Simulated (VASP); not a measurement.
# Al16H in VASP: relaxation of the atoms with PBE

Aim: the relaxation of the atoms of Al16H with PBE.

All numbers are computed with VASP 6.6.1; they aren't measurements. Logs are shortened: lines on timing, memory, paths and dates and some standing lists are left out, and cuts for length are marked.

### Step 1. The cell of the first run

The cell holds a slab with vacuum, 17 atoms: a = 5.728 Å, b = 5.728 Å, c = 19.075 Å, α = 90.00°, β = 90.00°, γ = 90.00°.

### Step 2. Relaxation of the atoms, PBE

Input file INCAR:

```
  PREC = Accurate
  ENCUT = 520
  EDIFF = 1E-6
  ISMEAR = 0
  SIGMA = 0.05
  LREAL = Auto
  LASPH = T
  NELM = 80
  ALGO = Normal
  ISIF = 2
  LWAVE = F
  LCHARG = F
  GGA = PE
  IBRION = 2
  NSW = 80
  EDIFFG = -0.03
```

Input file KPOINTS:

```
Automatic mesh
0
Gamma
  3 3 1
```

Input file POSCAR:

```
Al16H
1.0
    5.7275650000      0.0000000000      0.0000000000
    0.0000000000      5.7275650000      0.0000000000
    0.0000000000      0.0000000000     19.0750000000
Al H
16 1
Selective dynamics
Direct
    0.2500000000      0.2500000000      0.0524246000  F F F
    0.7500000000      0.2500000000      0.0524246000  F F F
    0.2500000000      0.7500000000      0.0524246000  F F F
    0.7500000000      0.7500000000      0.0524246000  F F F
    0.0000000000      0.0000000000      0.1585845000  T T T
    0.5000000000      0.0000000000      0.1585845000  T T T
    0.0000000000      0.5000000000      0.1585845000  T T T
    0.5000000000      0.5000000000      0.1585845000  T T T
    0.2500000000      0.2500000000      0.2647444000  T T T
    0.7500000000      0.2500000000      0.2647444000  T T T
    0.2500000000      0.7500000000      0.2647444000  T T T
    0.7500000000      0.7500000000      0.2647444000  T T T
    0.0000000000      0.0000000000      0.3709043000  T T T
    0.5000000000      0.0000000000      0.3709043000  T T T
    0.0000000000      0.5000000000      0.3709043000  T T T
    0.5000000000      0.5000000000      0.3709043000  T T T
    0.7697416000     -0.0147497000      0.4144168000  T T T
```

Potentials or basis: VASP PAW PBE potentials, release 64 (Al, H).

Run with:

```console
cat potpaw_PBE.64/Al/POTCAR potpaw_PBE.64/H/POTCAR > POTCAR
mpirun -np 1 vasp_std > vasp.out
```

OUTCAR:

```text
PREC = Accurate
   ENCUT = 520
   EDIFF = 1E-6
   ISMEAR = 0
   LREAL = Auto
   LASPH = T
   NELM = 80
   ISIF = 2
   GGA = PE
   IBRION = 2
   NSW = 80
   EDIFFG = -0.03

 ion  position               nearest neighbor table
   1  0.250  0.250  0.052-   2 2.86   3 2.86   3 2.86   2 2.86   7 2.86   8 2.86   5 2.86   6 2.86

   2  0.750  0.250  0.052-   1 2.86   4 2.86   4 2.86   1 2.86   7 2.86   8 2.86   5 2.86   6 2.86

   3  0.250  0.750  0.052-   1 2.86   4 2.86   1 2.86   4 2.86   7 2.86   8 2.86   5 2.86   6 2.86
[... 12 lines left out ...]
                            15 2.86  16 2.86  13 2.86  14 2.86
  10  0.750  0.250  0.265-   9 2.86  12 2.86  12 2.86   9 2.86   5 2.86   6 2.86   7 2.86   8 2.86
                            15 2.86  16 2.86  13 2.86  14 2.86
  11  0.250  0.750  0.265-   9 2.86  12 2.86   9 2.86  12 2.86   5 2.86   6 2.86   7 2.86   8 2.86
                            15 2.86  16 2.86  13 2.86  14 2.86
  12  0.750  0.750  0.265-  10 2.86  11 2.86  10 2.86  11 2.86   5 2.86   6 2.86   7 2.86   8 2.86
                            15 2.86  16 2.86  13 2.86  14 2.86
  13  0.000  0.000  0.371-  17 1.56  15 2.86  14 2.86  15 2.86  14 2.86  10 2.86  11 2.86  12 2.86
                             9 2.86
  14  0.500  0.000  0.371-  17 1.76  16 2.86  13 2.86  16 2.86  13 2.86  10 2.86  11 2.86  12 2.86
                             9 2.86
  15  0.000  0.500  0.371-  13 2.86  16 2.86  13 2.86  16 2.86   9 2.86  10 2.86  11 2.86  12 2.86

  16  0.500  0.500  0.371-  14 2.86  15 2.86  14 2.86  15 2.86   9 2.86  10 2.86  11 2.86  12 2.86

  17  0.770  0.985  0.414-  13 1.56  14 1.76

  LATTYP: Found a simple tetragonal cell.
 ALAT       =     5.7275650000
 C/A-ratio  =     3.3303856002

  Lattice vectors:

 A1 = (   5.7275650000,   0.0000000000,   0.0000000000)
 A2 = (   0.0000000000,   5.7275650000,   0.0000000000)
 A3 = (   0.0000000000,   0.0000000000,  19.0750000000)

Analysis of symmetry for initial positions (statically):
=====================================================================
 Subroutine PRICEL returns:
 Original cell was already a primitive cell.

 Routine SETGRP: Setting up the symmetry group for a
 simple tetragonal supercell.

 Subroutine GETGRP returns: Found  1 space group operations
 (whereof  1 operations were pure point group operations)
 out of a pool of 16 trial point group operations.

The static configuration has the point symmetry C_1 .

Analysis of symmetry for dynamics (positions and initial velocities):
=====================================================================
 Subroutine PRICEL returns:
 Original cell was already a primitive cell.

 Routine SETGRP: Setting up the symmetry group for a
 simple tetragonal supercell.

 Subroutine GETGRP returns: Found  1 space group operations
 (whereof  1 operations were pure point group operations)
 out of a pool of 16 trial point group operations.

The dynamic configuration has the point symmetry C_1 .

Analysis of constrained symmetry for selective dynamics:
=====================================================================
 Subroutine PRICEL returns:
 Original cell was already a primitive cell.

 Routine SETGRP: Setting up the symmetry group for a
 simple tetragonal supercell.

 Subroutine GETGRP returns: Found  1 space group operations
 (whereof  1 operations were pure point group operations)
 out of a pool of 16 trial point group operations.

The constrained configuration has the point symmetry C_1 .

 Subroutine INISYM returns: Found  1 space group operations
 (whereof  1 operations are pure point group operations),
 and found     1 'primitive' translations

----------------------------------------------------------------------------------------

                                     Primitive cell

  volume of cell :     625.7554

  direct lattice vectors                    reciprocal lattice vectors
     5.727565000  0.000000000  0.000000000     0.174594265  0.000000000  0.000000000
     0.000000000  5.727565000  0.000000000     0.000000000  0.174594265  0.000000000
     0.000000000  0.000000000 19.075000000     0.000000000  0.000000000  0.052424640

  length of vectors
     5.727565000  5.727565000 19.075000000     0.174594265  0.174594265  0.052424640

  position of ions in fractional coordinates (direct lattice)
     0.250000000  0.250000000  0.052424600
     0.750000000  0.250000000  0.052424600
     0.250000000  0.750000000  0.052424600
     0.750000000  0.750000000  0.052424600
     0.000000000  0.000000000  0.158584500
     0.500000000  0.000000000  0.158584500
[... 9 lines left out ...]
     0.500000000  0.500000000  0.370904300
     0.769741600  0.985250300  0.414416800

  ion indices of the primitive-cell ions
   primitive index   ion index
                 1           1
                 2           2
                 3           3
                 4           4
                 5           5
                 6           6
[... 9 lines left out ...]
                16          16
                17          17

----------------------------------------------------------------------------------------

 KPOINTS: Automatic mesh

Automatic generation of k-mesh.
 Grid dimensions read from file:
 generate k-points for:    3    3    1

 Generating k-lattice:

  Cartesian coordinates                     Fractional coordinates (reciprocal lattice)
     0.058198088  0.000000000  0.000000000     0.333333333  0.000000000  0.000000000
     0.000000000  0.058198088  0.000000000     0.000000000  0.333333333  0.000000000
     0.000000000  0.000000000  0.052424640     0.000000000  0.000000000  1.000000000

  Length of vectors
     0.058198088  0.058198088  0.052424640

  Shift w.r.t. Gamma in fractional coordinates (k-lattice)
     0.000000000  0.000000000  0.000000000

 Subroutine IBZKPT returns following result:
 ===========================================

 Found      5 irreducible k-points:

 Following reciprocal coordinates:
            Coordinates               Weight
  0.000000  0.000000  0.000000      1.000000
  0.333333  0.000000  0.000000      2.000000
  0.000000  0.333333  0.000000      2.000000
  0.333333  0.333333  0.000000      2.000000
 -0.333333  0.333333  0.000000      2.000000
   k-points           NKPTS =      5   k-points in BZ     NKDIM =      5   number of bands    NBANDS=     33
   number of dos      NEDOS =    301   number of ions     NIONS =     17
   total plane-waves  NPLWV = 331776
   dimension x,y,z NGX =    48 NGY =   48 NGZ =  144
   dimension x,y,z NGXF=    96 NGYF=   96 NGZF=  288
   ions per type =              16   1
   NGX,Y,Z   is equivalent  to a cutoff of  13.93, 13.93, 12.55 a.u.
   NGXF,Y,Z  is equivalent  to a cutoff of  27.86, 27.86, 25.10 a.u.
 SYSTEM =  unknown system
   PREC   = accura    normal or accurate (medium, high low for compatibility)
   ISTART =      0    job   : 0-new  1-cont  2-samecut
   ICHARG =      2    charge: 1-file 2-atom 10-const
   ISPIN  =      1    spin polarized calculation?
   LNONCOLLINEAR =      F non collinear calculations
   LSORBIT =      F    spin-orbit coupling
   LASPH  =      T    aspherical Exc in radial PAW
   ENCUT  =  520.0 eV  38.22 Ry    6.18 a.u.  10.65 10.65 35.47*2*pi/ulx,y,z
   NELM   =     80;   NELMIN=  2; NELMDL= -5     # of ELM steps
   EDIFF  = 0.1E-05   stopping-criterion for ELM
   LREAL  =      T    real-space projection
   EDIFFG = -.3E-01   stopping-criterion for IOM
   NSW    =     80    number of steps for IOM
   IBRION =      2    ionic relax: 0-MD 1-quasi-New 2-CG
   NFREE  =      1    steps in history (QN), initial steepest desc. (CG)
   ISIF   =      2    stress and relaxation
   ISYM   =      2    0-nonsym 1-usesym 2-fastsym
   POTIM  = 0.5000    time-step for ionic-motion
   TEBEG  =    0.0;   TEEND  =   0.0 temperature during run
   PSTRESS=    0.0 pullay stress
   NELECT =      49.0000    total number of electrons
   NUPDOWN=      -1.0000    fix difference up-down
   EMIN   =  10.00;   EMAX   =-10.00  energy-range for DOS
   EFERMI =   0.00;   METHOD = LEGACY
   ISMEAR =     0;   SIGMA  =   0.05  broadening in eV -4-tet -1-fermi 0-gaus
   EFERMI_NEDOS =   21; number of points for ismear=-14 and -15
   IALGO  =     38    algorithm
   IMIX   =      4    mixing-type and parameters
     AMIX     =   0.40;   BMIX     =  1.00
     AMIX_MAG =   1.60;   BMIX_MAG =  1.00
  volume/ion in A,a.u.               =      36.81       248.40
  Fermi-wavevector in a.u.,A,eV,Ry     =   0.700388  1.323541  6.674246  0.490543
  Thomas-Fermi vector in A             =   1.784527
   LORBIT       =      0    0 simple, 1 ext, 2 COOP (PROOUT), +10 PAW based schemes
   GGA     = PE    functional components
   LHFCALC =     F    Hartree Fock is set to
   AEXX    =    0.0000 exact exchange contribution
   IVDW    =     0    specifies the selected vdW correction
   LEPSILON=     F    determine dielectric tensor
   LRPA    =     F    only Hartree local field effects (RPA)
 conjugate gradient relaxation of ions
 non-spin polarized calculation
 Gauss-broadening in eV      SIGMA  =   0.05
  energy-cutoff  :      520.00
  volume of cell :      625.76
 maximum number of plane-waves:     16899
 NGX is ok and might be reduce to    42
   NGX = 21   NGY = 21   NGZ = 71

--------------------------------------- Ionic step        1  -------------------------------------------

 number of electron      49.0000000 magnetization

 Free energy of the ion-electron system (eV)
  ---------------------------------------------------
  ext. energy  EPLUGINS =         0.00000000
  ---------------------------------------------------
  free energy    TOTEN  =       -59.36164846 eV

  energy without entropy =      -59.34263009  energy(sigma->0) =      -59.35213927

------------------------ aborting loop because EDIFF is reached ----------------------------------------

  FORCE on cell =-STRESS in cart. coord.  units (eV):
  Direction    XX          YY          ZZ          XY          YZ          ZX
  --------------------------------------------------------------------------------------
  -------------------------------------------------------------------------------------
  Total       -2.5175828     -4.7746259     -0.2783017      0.1042155     -0.0582199     -1.0064331
  in kB       -6.4459918    -12.2249005     -0.7125607      0.2668323     -0.1490656     -2.5768605
  external PRESSURE =      -6.4611510 kB  Pullay stress =       0.0000000 kB
[... 134 lines left out ...]
  FREE ENERGIE OF THE ION-ELECTRON SYSTEM (eV)
  ---------------------------------------------------
  free  energy   TOTEN  =       -59.5584200282 eV

  energy  without entropy=      -59.5401217412  energy(sigma->0) =      -59.54927088

[... ionic steps 4 to 10 ...]

--------------------------------------- Ionic step       11  -------------------------------------------

 number of electron      49.0000000 magnetization

------------------------ aborting loop because EDIFF is reached ----------------------------------------
[... 97 lines left out ...]
--------------------------------------- Ionic step       13  -------------------------------------------

 number of electron      49.0000000 magnetization

 Free energy of the ion-electron system (eV)
  ---------------------------------------------------
  ext. energy  EPLUGINS =         0.00000000
  ---------------------------------------------------
  free energy    TOTEN  =       -59.65884386 eV

  energy without entropy =      -59.64457908  energy(sigma->0) =      -59.65171147

 E-fermi :   1.0436     XC(G=0):  -5.3555

 val. band max:        1.0363483115   @ k =   0.0000   0.0000   0.0000
 cond. band min:       1.1275422753   @ k =   0.0000   0.0000   0.0000
 fundamental gap:      0.0911939638
 Fermi energy:         1.0436206567

 k-point     1 :       0.0000    0.0000    0.0000
  band No.  band energies     occupation
      1      -9.6373      2.00000
      2      -8.3847      2.00000
      3      -6.3817      2.00000
      4      -5.4075      2.00000
      5      -5.1886      2.00000
      6      -5.1849      2.00000
[... 213 lines left out ...]
  FREE ENERGIE OF THE ION-ELECTRON SYSTEM (eV)
  ---------------------------------------------------
  free  energy   TOTEN  =       -59.6588438614 eV

  energy  without entropy=      -59.6445790785  energy(sigma->0) =      -59.65171147

 reached required accuracy - stopping structural energy minimisation
```

Wall time 23 min (1 thread of Intel Xeon Platinum 8259CL at 2.50GHz (Skylake/Cascade Lake), shared host); peak memory 0.76 GiB.

What came out:

```yaml
Free_energy: -59.6588 eV
Energy_gained_by_relaxing: 17.5 meV/atom
Ionic_steps: 13
Band_gap_on_the_k_mesh: zero (an odd number of electrons rules out a gap without spin polarisation)
```

The path:
```csv
step,energy change (eV),largest force on free atoms (eV/Å),pressure (GPa)
1,0.0000,1.7866,-0.65
2,-0.1834,0.6024,-0.75
3,-0.1968,0.5326,-0.76
4,-0.1973,0.4682,-0.76
5,-0.2280,0.3831,-0.77
6,-0.2723,0.2019,-0.73
7,-0.2867,0.1184,-0.76
8,-0.2920,0.0850,-0.78
9,-0.2949,0.0443,-0.78
10,-0.2952,0.0540,-0.79
11,-0.2962,0.0357,-0.78
12,-0.2966,0.0352,-0.78
13,-0.2972,0.0268,-0.78
```

Final structure:
```xyz
17
Lattice="5.7276 0.0000 0.0000 0.0000 5.7276 0.0000 0.0000 0.0000 19.0750" Properties=species:S:1:pos:R:3 pbc="T T T"
Al    1.4319    1.4319    1.0000
Al    4.2957    1.4319    1.0000
Al    1.4319    4.2957    1.0000
Al    4.2957    4.2957    1.0000
Al    5.7141    0.0012    2.9953
Al    2.8845    0.0015    2.9943
Al    0.0085    2.8661    2.9754
Al    2.8620    2.8658    2.9737
Al    1.4397    1.4455    5.0066
Al    4.3006    1.4083    5.0783
Al    1.4398    4.2811    5.0120
Al    4.3006    4.3051    5.0783
Al    5.7142    5.7196    7.0357
Al    2.9100    5.7188    7.0456
Al    0.0681    2.8524    6.9949
Al    2.8075    2.8518    7.0001
H     4.3197    5.6848    8.1772
```

Caveat: the k points lie up to 0.37 Å⁻¹ apart, too coarse for converged energies and pressures of a metal; there is no dipole correction, which matters where the two faces differ.

The gap in the log of VASP goes by the Fermi energy; the results here count the filled bands.